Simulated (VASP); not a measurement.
# TiO2 (P4_2/mnm) in VASP: notebook, part 2 of 2

VASP 6.6.1. The steps go on from the part before.

## Step 4: Single point, LDA (film at in-plane strain -0.005)

The input, INCAR:

```
SYSTEM = TiO2
PREC = Accurate ; ENCUT = 520
EDIFF = 1E-6 ; ISMEAR = 0
SIGMA = 0.01 ; LREAL = .False.
LASPH = .True. ; NELM = 80
ALGO = Normal ; ISIF = 2
LWAVE = .False. ; LCHARG = .False.
GGA = CA ; NBANDS = 33
```

The input, KPOINTS:

```
Automatic mesh
0
Gamma
  6 6 8
  0 0 0
```

The input, POSCAR:

```
TiO2
1.0
    4.5254205720      0.0000000000      0.0000000000
    0.0000000000      4.5254205720      0.0000000000
    0.0000000000      0.0000000000      2.9269218741
Ti O
2 4
Direct
    0.0000000000      0.0000000000      0.0000000000
    0.5000000000      0.5000000000      0.5000000000
    0.3038295823      0.3038295823      0.0000000000
    0.1961704177      0.8038295823      0.5000000000
    0.6961704177      0.6961704177      0.0000000000
    0.8038295823      0.1961704177      0.5000000000
```

Potentials or basis: VASP PAW LDA potentials, release 64 (Ti_sv, O).

The run is started by

```sh
cat potpaw_LDA.64/Ti_sv/POTCAR potpaw_LDA.64/O/POTCAR > POTCAR
mpirun -np 1 vasp_std > vasp.out
```

OUTCAR:

```text
SYSTEM = TiO2
   PREC = Accurate
   ENCUT = 520
   EDIFF = 1E-6
   ISMEAR = 0
   LREAL = .False.
   LASPH = .True.
   NELM = 80
   ISIF = 2
   GGA = CA

 ion  position               nearest neighbor table
   1  0.000  0.000  0.000-   4 1.93   6 1.93   4 1.93   6 1.93   5 1.94   3 1.94
   2  0.500  0.500  0.500-   3 1.93   5 1.93   3 1.93   5 1.93   4 1.94   6 1.94
   3  0.304  0.304  0.000-   2 1.93   2 1.93   1 1.94
   4  0.196  0.804  0.500-   1 1.93   1 1.93   2 1.94
   5  0.696  0.696  0.000-   2 1.93   2 1.93   1 1.94
   6  0.804  0.196  0.500-   1 1.93   1 1.93   2 1.94

[... 1073 lines left out ...]
  -------------------------------------------------------------------------------------
  Total        1.1949937      1.1949937      0.6074565     -0.0000000      0.0000000      0.0000000
  in kB       31.9409012     31.9409012     16.2366612     -0.0000000      0.0000000      0.0000000
  external PRESSURE =      26.7061545 kB  Pullay stress =       0.0000000 kB

 VOLUME and BASIS-vectors are now :
 -----------------------------------------------------------------------------
  energy-cutoff  :      520.00
  volume of cell :       59.94
      direct lattice vectors                 reciprocal lattice vectors
     4.525420572  0.000000000  0.000000000     0.220973937  0.000000000  0.000000000
     0.000000000  4.525420572  0.000000000     0.000000000  0.220973937  0.000000000
     0.000000000  0.000000000  2.926921874     0.000000000  0.000000000  0.341655857

 POSITION                                       TOTAL-FORCE (eV/Angst)
 -----------------------------------------------------------------------------------
      0.00000      0.00000      0.00000         0.000000      0.000000     -0.000000
      2.26271      2.26271      1.46346         0.000000      0.000000     -0.000000
      1.37496      1.37496      0.00000        -0.023381     -0.023381     -0.000000
      0.88775      3.63767      1.46346         0.023381     -0.023381     -0.000000
      3.15046      3.15046      0.00000         0.023381      0.023381      0.000000
      3.63767      0.88775      1.46346        -0.023381      0.023381      0.000000
 -----------------------------------------------------------------------------------
    total drift:                               -0.000000      0.000000     -0.000000

  FREE ENERGIE OF THE ION-ELECTRON SYSTEM (eV)
  ---------------------------------------------------
  free  energy   TOTEN  =       -58.7707013936 eV

  energy  without entropy=      -58.7707013936  energy(sigma->0) =      -58.77070139
```

stdout:

```text
POSCAR found type information on POSCAR TiO
 POSCAR found :  2 types and       6 ions
 scaLAPACK will be used
 LDA part: xc-table for (Slater(with rela. corr.)+CA(PZ))
 , standard interpolation
 POSCAR, INCAR and KPOINTS ok, starting setup
 FFT: planning ... GRIDC
 FFT: planning ... GRID_SOFT
 FFT: planning ... GRID
 WAVECAR not read
 entering main loop
```

It took 3.1 min on 1 thread of Intel Xeon 8259CL, shared host; peak memory 0.2 GiB.

Results:

* Free energy: -58.7707 eV
* Pressure: 2.7 GPa
* Largest force: 0.033 eV/Å
* Band gap on the k mesh: 1.83 eV

Forces in eV/Å, atoms in the order of the input:
```
Ti   0.000  0.000  0.000
Ti   0.000  0.000  0.000
O   -0.023 -0.023  0.000
O    0.023 -0.023  0.000
O    0.023  0.023  0.000
O   -0.023  0.023  0.000
```

Levels at points of the mesh, in eV from the valence-band top:
```csv
k point,band 20,band 21,band 22,band 23,band 24,band 25,band 26,band 27,band 28,band 29
"(0.00, 0.00, 0.00)",-2.09,-0.73,-0.48,-0.48,0.00,1.83,2.12,2.39,2.51,2.51
"(0.50, 0.00, 0.00)",-3.20,-1.76,-1.76,-0.80,-0.80,2.55,2.55,3.11,3.11,3.66
"(0.50, 0.50, 0.00)",-2.38,-1.37,-1.37,-1.11,-1.11,1.87,1.87,2.53,2.53,3.97
"(0.00, 0.00, 0.50)",-2.83,-2.65,-2.65,-1.48,-1.48,3.07,3.07,3.23,3.23,3.78
"(0.50, 0.00, 0.50)",-2.48,-2.17,-2.17,-1.13,-1.13,1.86,1.86,3.26,3.26,4.06
"(0.50, 0.50, 0.50)",-2.80,-1.42,-1.42,-0.68,-0.68,2.63,2.63,3.26,3.26,3.28
```

Caveat: the cell differs from its parent crystal (film at in-plane strain -0.005). A k mesh can miss the band edges.

## Step 5: Single point, LDA

This run uses another cell than the first one, of 10.06 Å³/atom.

The input, INCAR:

```
SYSTEM = TiO2
ALGO     = Normal         ! electronic algorithm
EDIFF    = 1E-6           ! SCF threshold, eV
ENCUT    = 520            ! plane-wave cutoff, eV
ISIF     = 2              ! what is computed and relaxed
ISMEAR   = 0              ! smearing method
LASPH    = .TRUE.         ! aspherical terms in the spheres
LCHARG   = .FALSE.        ! write CHGCAR
LREAL    = .FALSE.        ! projectors in reciprocal space
LWAVE    = .FALSE.        ! write WAVECAR
NBANDS   = 33             ! bands
NELM     = 100            ! most SCF steps
PREC     = Accurate       ! precision mode
SIGMA    = 0.01           ! smearing width, eV
```

The input, KPOINTS:

```
k-points
0
G
  6 6 8
  0 0 0
```

The input, POSCAR:

```
TiO2
1.0
    4.5481613788      0.0000000000      0.0000000000
    0.0000000000      4.5481613788      0.0000000000
    0.0000000000      0.0000000000      2.9171283562
Ti O
2 4
Direct
    0.0000000000      0.0000000000      0.0000000000
    0.5000000000      0.5000000000      0.5000000000
    0.3039661007      0.3039661007      0.0000000000
    0.1960338993      0.8039661007      0.5000000000
    0.6960338993      0.6960338993      0.0000000000
    0.8039661007      0.1960338993      0.5000000000
```

Potentials or basis: VASP PAW LDA potentials, release 64 (Ti_sv, O).

The run is started by

```sh
cat potpaw_LDA.64/Ti_sv/POTCAR potpaw_LDA.64/O/POTCAR > POTCAR
mpirun -np 1 vasp_std > vasp.out
```

OUTCAR:

```text
SYSTEM = TiO2
   EDIFF = 1E-6
   ENCUT = 520
   ISIF = 2
   ISMEAR = 0
   LASPH = .TRUE.
   LREAL = .FALSE.
   NELM = 100
   PREC = Accurate

 ion  position               nearest neighbor table
   1  0.000  0.000  0.000-   4 1.93   6 1.93   4 1.93   6 1.93   5 1.96   3 1.96
   2  0.500  0.500  0.500-   3 1.93   5 1.93   3 1.93   5 1.93   4 1.96   6 1.96
   3  0.304  0.304  0.000-   2 1.93   2 1.93   1 1.96
   4  0.196  0.804  0.500-   1 1.93   1 1.93   2 1.96
   5  0.696  0.696  0.000-   2 1.93   2 1.93   1 1.96
   6  0.804  0.196  0.500-   1 1.93   1 1.93   2 1.96

  LATTYP: Found a simple tetragonal cell.
 ALAT       =     4.5481613788
 C/A-ratio  =     0.6413862907

  Lattice vectors:

 A1 = (   4.5481613788,   0.0000000000,   0.0000000000)
 A2 = (   0.0000000000,   4.5481613788,   0.0000000000)
 A3 = (   0.0000000000,   0.0000000000,   2.9171283562)

Analysis of symmetry for initial positions (statically):
=====================================================================
 Subroutine PRICEL returns:
 Original cell was already a primitive cell.

 Routine SETGRP: Setting up the symmetry group for a
 simple tetragonal supercell.

 Subroutine GETGRP returns: Found 16 space group operations
 (whereof  8 operations were pure point group operations)
 out of a pool of 16 trial point group operations.

The static configuration has the point symmetry D_2h.
 The point group associated with its full space group is D_4h.

Analysis of symmetry for dynamics (positions and initial velocities):
=====================================================================
 Subroutine PRICEL returns:
 Original cell was already a primitive cell.

 Routine SETGRP: Setting up the symmetry group for a
 simple tetragonal supercell.

 Subroutine GETGRP returns: Found 16 space group operations
 (whereof  8 operations were pure point group operations)
 out of a pool of 16 trial point group operations.

The dynamic configuration has the point symmetry D_2h.
 The point group associated with its full space group is D_4h.

 Subroutine INISYM returns: Found 16 space group operations
 (whereof  8 operations are pure point group operations),
 and found     1 'primitive' translations

----------------------------------------------------------------------------------------

                                     Primitive cell

  volume of cell :      60.3431

  direct lattice vectors                    reciprocal lattice vectors
     4.548161379  0.000000000  0.000000000     0.219869067  0.000000000  0.000000000
     0.000000000  4.548161379  0.000000000     0.000000000  0.219869067  0.000000000
     0.000000000  0.000000000  2.917128356     0.000000000  0.000000000  0.342802879

  length of vectors
     4.548161379  4.548161379  2.917128356     0.219869067  0.219869067  0.342802879

  position of ions in fractional coordinates (direct lattice)
     0.000000000  0.000000000  0.000000000
     0.500000000  0.500000000  0.500000000
     0.303966101  0.303966101  0.000000000
     0.196033899  0.803966101  0.500000000
     0.696033899  0.696033899  0.000000000
     0.803966101  0.196033899  0.500000000

  ion indices of the primitive-cell ions
   primitive index   ion index
                 1           1
                 2           2
                 3           3
                 4           4
                 5           5
                 6           6

[... 23 lines left out ...]

 Found     50 irreducible k-points:

 Following reciprocal coordinates:
            Coordinates               Weight
  0.000000  0.000000  0.000000      1.000000
  0.166667  0.000000  0.000000      4.000000
  0.333333  0.000000  0.000000      4.000000
  0.500000  0.000000  0.000000      2.000000
  0.166667  0.166667  0.000000      4.000000
  0.333333  0.166667  0.000000      8.000000
[... 16 lines left out ...]
  0.333333  0.000000  0.250000      8.000000
  0.500000  0.000000  0.250000      4.000000
 [... further k-points ...]
   k-points           NKPTS =     50   k-points in BZ     NKDIM =     50   number of bands    NBANDS=     33
   number of dos      NEDOS =    301   number of ions     NIONS =      6
   total plane-waves  NPLWV =  31104
   dimension x,y,z NGX =    36 NGY =   36 NGZ =   24
   dimension x,y,z NGXF=    72 NGYF=   72 NGZF=   48
   ions per type =               2   4
   NGX,Y,Z   is equivalent  to a cutoff of  13.16, 13.16, 13.68 a.u.
   NGXF,Y,Z  is equivalent  to a cutoff of  26.32, 26.32, 27.36 a.u.
 SYSTEM =  TiO2
   PREC   = accura    normal or accurate (medium, high low for compatibility)
   ISTART =      0    job   : 0-new  1-cont  2-samecut
   ICHARG =      2    charge: 1-file 2-atom 10-const
   ISPIN  =      1    spin polarized calculation?
   LNONCOLLINEAR =      F non collinear calculations
   LSORBIT =      F    spin-orbit coupling
   LASPH  =      T    aspherical Exc in radial PAW
   ENCUT  =  520.0 eV  38.22 Ry    6.18 a.u.   8.46  8.46  5.42*2*pi/ulx,y,z
   NELM   =    100;   NELMIN=  2; NELMDL= -5     # of ELM steps
   EDIFF  = 0.1E-05   stopping-criterion for ELM
   LREAL  =      F    real-space projection
   EDIFFG = 0.1E-04   stopping-criterion for IOM
   NSW    =      0    number of steps for IOM
   IBRION =     -1    ionic relax: 0-MD 1-quasi-New 2-CG
   NFREE  =      0    steps in history (QN), initial steepest desc. (CG)
   ISIF   =      2    stress and relaxation
   ISYM   =      2    0-nonsym 1-usesym 2-fastsym
   POTIM  = 0.5000    time-step for ionic-motion
   TEBEG  =    0.0;   TEEND  =   0.0 temperature during run
   PSTRESS=    0.0 pullay stress
   NELECT =      48.0000    total number of electrons
   NUPDOWN=      -1.0000    fix difference up-down
   EMIN   =  10.00;   EMAX   =-10.00  energy-range for DOS
   EFERMI =   0.00;   METHOD = LEGACY
   ISMEAR =     0;   SIGMA  =   0.01  broadening in eV -4-tet -1-fermi 0-gaus
   EFERMI_NEDOS =   21; number of points for ismear=-14 and -15
   IALGO  =     38    algorithm
   IMIX   =      4    mixing-type and parameters
     AMIX     =   0.40;   BMIX     =  1.00
     AMIX_MAG =   1.60;   BMIX_MAG =  1.00
  volume/ion in A,a.u.               =      10.06        67.87
  Fermi-wavevector in a.u.,A,eV,Ry     =   1.516862  2.866454 31.305253  2.300871
  Thomas-Fermi vector in A             =   2.626195
   LORBIT       =      0    0 simple, 1 ext, 2 COOP (PROOUT), +10 PAW based schemes
   GGA     = CA    functional components
   LHFCALC =     F    Hartree Fock is set to
   AEXX    =    0.0000 exact exchange contribution
   IVDW    =     0    specifies the selected vdW correction
   LEPSILON=     F    determine dielectric tensor
   LRPA    =     F    only Hartree local field effects (RPA)
 non-spin polarized calculation
 Gauss-broadening in eV      SIGMA  =   0.01
  energy-cutoff  :      520.00
  volume of cell :       60.34
 maximum number of plane-waves:      1640
 NGX is ok and might be reduce to    36
   NGX = 17   NGY = 17   NGZ = 11

 number of electron      48.0000007 magnetization

 Free energy of the ion-electron system (eV)
  ---------------------------------------------------
  ext. energy  EPLUGINS =         0.00000000
  ---------------------------------------------------
  free energy    TOTEN  =       -58.77734626 eV

  energy without entropy =      -58.77734626  energy(sigma->0) =      -58.77734626

 E-fermi :   5.1145     XC(G=0): -12.1723

 val. band max:        4.9195600803   @ k =   0.0000   0.0000   0.0000
 cond. band min:       6.7488900798   @ k =   0.0000   0.0000   0.0000
 fundamental gap:      1.8293299995
 Fermi energy:         5.1144979017

 k-point     1 :       0.0000    0.0000    0.0000
  band No.  band energies     occupation
      1     -51.1580      2.00000
      2     -51.1358      2.00000
      3     -27.9045      2.00000
      4     -27.9045      2.00000
      5     -27.7083      2.00000
      6     -27.7083      2.00000
[... 853 lines left out ...]
     32      10.3345      0.00000
     33      11.8571      0.00000

 [... further k-points ...]
[... 5 lines left out ...]
  --------------------------------------------------------------------------------------
  -------------------------------------------------------------------------------------
  Total        0.4121477      0.4121477      0.5948008      0.0000000      0.0000000      0.0000000
  in kB       10.9429943     10.9429943     15.7926435      0.0000000      0.0000000      0.0000000
  external PRESSURE =      12.5595440 kB  Pullay stress =       0.0000000 kB

 VOLUME and BASIS-vectors are now :
 -----------------------------------------------------------------------------
  energy-cutoff  :      520.00
  volume of cell :       60.34
      direct lattice vectors                 reciprocal lattice vectors
     4.548161379  0.000000000  0.000000000     0.219869067  0.000000000  0.000000000
     0.000000000  4.548161379  0.000000000     0.000000000  0.219869067  0.000000000
     0.000000000  0.000000000  2.917128356     0.000000000  0.000000000  0.342802879

 POSITION                                       TOTAL-FORCE (eV/Angst)
 -----------------------------------------------------------------------------------
      0.00000      0.00000      0.00000         0.000000      0.000000     -0.000000
      2.27408      2.27408      1.45856         0.000000      0.000000     -0.000000
      1.38249      1.38249      0.00000        -0.026854     -0.026854     -0.000000
      0.89159      3.65657      1.45856         0.026854     -0.026854     -0.000000
      3.16567      3.16567      0.00000         0.026854      0.026854      0.000000
      3.65657      0.89159      1.45856        -0.026854      0.026854      0.000000
 -----------------------------------------------------------------------------------
    total drift:                                0.000000      0.000000      0.000000

  FREE ENERGIE OF THE ION-ELECTRON SYSTEM (eV)
  ---------------------------------------------------
  free  energy   TOTEN  =       -58.7773462598 eV

  energy  without entropy=      -58.7773462598  energy(sigma->0) =      -58.77734626
```

Wall time 2.5 min (1 thread of Intel Xeon 8259CL, shared host); peak memory 0.2 GiB.

What came out:

```yaml
Free_energy: -58.7773 eV
Pressure: 1.3 GPa
Largest_force: 0.038 eV/Å
Band_gap_on_the_k_mesh: 1.83 eV
```

Forces on the atoms (eV/Å):
```
Ti   0.000  0.000  0.000
Ti   0.000  0.000  0.000
O   -0.027 -0.027  0.000
O    0.027 -0.027  0.000
O    0.027  0.027  0.000
O   -0.027  0.027  0.000
```

A k mesh can miss the band edges.

## Step 6: Single point, LDA (in-plane strain +0.005, then relaxed in part)

The input, INCAR:

```
PREC = Accurate
ENCUT = 520
EDIFF = 1E-6
ISMEAR = 0
SIGMA = 0.01
LREAL = False
LASPH = True
NELM = 60
ALGO = Normal
ISIF = 2
LWAVE = False
LCHARG = False
GGA = CA
NBANDS = 33
```

The input, KPOINTS:

```
regular mesh
0
Gamma
  6 6 8
```

The input, POSCAR:

```
TiO2
1.0
    4.5709021858      0.0000000000      0.0000000000
    0.0000000000      4.5709021858      0.0000000000
    0.0000000000      0.0000000000      2.9075956854
Ti O
2 4
Direct
    0.0000000000      0.0000000000      0.0000000000
    0.5000000000      0.5000000000      0.5000000000
    0.3041371235      0.3041371235      0.0000000000
    0.1958628765      0.8041371235      0.5000000000
    0.6958628765      0.6958628765      0.0000000000
    0.8041371235      0.1958628765      0.5000000000
```

Potentials or basis: VASP PAW LDA potentials, release 64 (Ti_sv, O).

The run is started by

```sh
cat potpaw_LDA.64/Ti_sv/POTCAR potpaw_LDA.64/O/POTCAR > POTCAR
mpirun -np 1 vasp_std > vasp.out
```

Wall time 2.9 min (1 thread of Intel Xeon 8259CL, shared host); peak memory 0.2 GiB.

It converged, with:

* Free energy: -58.7762 eV
* Pressure: -0.1 GPa
* Largest force: 0.042 eV/Å
* Band gap on the k mesh: 1.84 eV

Forces in eV/Å, atoms in the order of the input:
```
Ti   0.000  0.000  0.000
Ti   0.000  0.000  0.000
O   -0.030 -0.030  0.000
O    0.030 -0.030  0.000
O    0.030  0.030  0.000
O   -0.030  0.030  0.000
```

Stress tensor (GPa, compression positive):
```
-0.90  0.00  0.00
 0.00 -0.90  0.00
 0.00  0.00  1.59
```

Levels at points of the mesh, in eV from the valence-band top:
```csv
k point,band 22,band 23,band 24,band 25,band 26,band 27
"(0.00, 0.00, 0.00)",-0.46,-0.46,0.00,1.84,2.11,2.46
"(0.50, 0.00, 0.00)",-1.61,-0.77,-0.77,2.54,2.54,3.12
"(0.50, 0.50, 0.00)",-1.25,-1.10,-1.10,1.87,1.87,2.59
"(0.00, 0.00, 0.50)",-2.50,-1.46,-1.46,3.04,3.04,3.35
"(0.50, 0.00, 0.50)",-2.13,-1.08,-1.08,1.88,1.88,3.37
"(0.50, 0.50, 0.50)",-1.34,-0.67,-0.67,2.62,2.62,3.25
```

Caveat: the cell differs from its parent crystal (in-plane strain +0.005, then relaxed in part). A k mesh can miss the band edges.

## Step 7: The runs side by side

```tsv
cell	gap on the mesh (eV)	pressure (GPa)	largest force (eV/Å)
a = 4.525, b = 4.525, c = 2.927 Å, 6 atoms	1.83	2.7	0.03
a = 4.525, b = 4.525, c = 2.926 Å, 6 atoms	1.83	2.8	0.06
a = 4.548, b = 4.548, c = 2.917 Å, 6 atoms	1.83	1.3	0.04
a = 4.571, b = 4.571, c = 2.908 Å, 6 atoms	1.84	-0.1	0.04
```

Alike in all rows: task single point; level LDA; potentials or basis VASP PAW LDA potentials, release 64 (Ti_sv, O); no spin polarisation; k mesh 6 × 6 × 8; cutoff (eV) 520; smearing gaussian 0.01 eV.

Total energies depend on the potentials used, so only differences within one code and one set of settings carry meaning.
